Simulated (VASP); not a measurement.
A run of VASP 6.6.1 is set up as follows.

Contents of INCAR:

```
  ALGO = Normal
  EDIFF = 1E-6
  ENCUT = 520
  GGA = PE
  GGA_COMPAT = False
  ISIF = 2
  ISMEAR = 0
  LASPH = True
  LCHARG = False
  LNONCOLLINEAR = True
  LORBIT = 11
  LORBMOM = True
  LREAL = False
  LSORBIT = True
  LWAVE = False
  MAGMOM = 0 0 0 0 0 0 0 0 0 0 0 0 0 0 0
  NBANDS = 57
  NELM = 150
  PREC = Accurate
  SIGMA = 0.01
```

The input KPOINTS:

```
k-points
0
Gamma
  1 1 1
```

The input POSCAR:

```
PbF4
1.0
   12.1500000000      0.0000000000      0.0000000000
    0.0000000000     12.1500000000      0.0000000000
    0.0000000000      0.0000000000     11.5200000000
Pb F
1 4
Direct
    0.4999094700      0.4999094700      0.4998324700
    0.6294485600      0.4999094700      0.6090408000
    0.4999094700      0.6294485600      0.3906250000
    0.3703703700      0.4999094700      0.6090408000
    0.4999094700      0.3703703700      0.3906250000
```

Potentials or basis: VASP PAW PBE potentials, release 64 (Pb_d, F).

Run with:

```sh
$ cat potpaw_PBE.64/Pb_d/POTCAR potpaw_PBE.64/F/POTCAR > POTCAR
$ mpirun -np 1 vasp_ncl > vasp.out
```

(1) What does it give for the net moment?

(2) Predict the largest force.

## Answers

(1) 0.00 μB per cell.

(2) 0.082 eV/Å.
